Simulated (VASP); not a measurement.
Wanted: the native input for a VASP 6.6.1 run.

* Task: single point
* Functional: r2SCAN
* Potentials or basis: VASP PAW PBE potentials, release 64 (Al, Cu)
* Cutoff: 520 eV
* k mesh: 6 × 6 × 6
* Occupations: gaussian, width 0.1 eV
* Spin: no spin polarisation
* Dipole correction: no
* Further INCAR settings: ALGO = Normal; EDIFF = 1e-06; NBANDS = 26

The system is Al2Cu.

```xyz
6
Lattice="-2.9989 2.9989 2.3927 2.9989 -2.9989 2.3927 2.9989 2.9989 -2.3927" Properties=species:S:1:pos:R:3 pbc="T T T"
Al    0.9513    2.0476    0.0000
Al    3.9502    0.9513    0.0000
Al   -0.9513    2.0476    2.3927
Al    2.0476    0.9513    2.3927
Cu    0.0000    0.0000    3.5891
Cu    0.0000    0.0000    1.1964
```

The input as run:

POSCAR

```
Al2Cu
1.0
   -2.9988978300      2.9988978300      2.3927372900
    2.9988978300     -2.9988978300      2.3927372900
    2.9988978300      2.9988978300     -2.3927372900
Al Cu
4 2
Direct
    0.3413930800      0.1586069200      0.5000000000
    0.1586069200      0.6586069200      0.8172138400
    0.8413930800      0.3413930800      0.1827861600
    0.6586069200      0.8413930800      0.5000000000
    0.7500000000      0.7500000000      0.0000000000
    0.2500000000      0.2500000000      0.0000000000
```

INCAR.step1

```
ALGO = Normal
EDIFF = 1E-4
ENCUT = 520
GGA = PE
ISMEAR = 0
LASPH = True
LCHARG = False
LREAL = False
LWAVE = True
NBANDS = 26
NELM = 80
PREC = Accurate
SIGMA = 0.1
```

INCAR.step2

```
ALGO = Normal
EDIFF = 1E-6
ENCUT = 520
ISIF = 2
ISMEAR = 0
ISTART = 1
LASPH = True
LCHARG = False
LMIXTAU = True
LREAL = False
LWAVE = False
METAGGA = R2SCAN
NBANDS = 26
NELM = 80
PREC = Accurate
SIGMA = 0.1
```

KPOINTS

```
k-points
0
Gamma
  6 6 6
```

Potentials or basis: VASP PAW PBE potentials, release 64 (Al, Cu).

The run is started by

```sh
$ cat potpaw_PBE.64/Al/POTCAR potpaw_PBE.64/Cu/POTCAR > POTCAR
$ cp INCAR.step1 INCAR
$ mpirun -np 1 vasp_std > vasp.out
$ cp INCAR.step2 INCAR
$ mpirun -np 1 vasp_std > vasp.out
```

It gave:

```json
{
  "Pressure": "0.2 GPa",
  "Largest force": "0.043 eV/Å",
  "Band gap on the k mesh": "zero (bands 17 and 18 overlap by 4.47 eV)"
}
```

Caveat: the PAW data sets were made with another functional, which shifts forces and pressure a little.

Wall time 110 s on 1 thread of Intel(R) Xeon(R) 6975P-C (Granite Rapids) (shared host), peak memory 0.24 GiB.
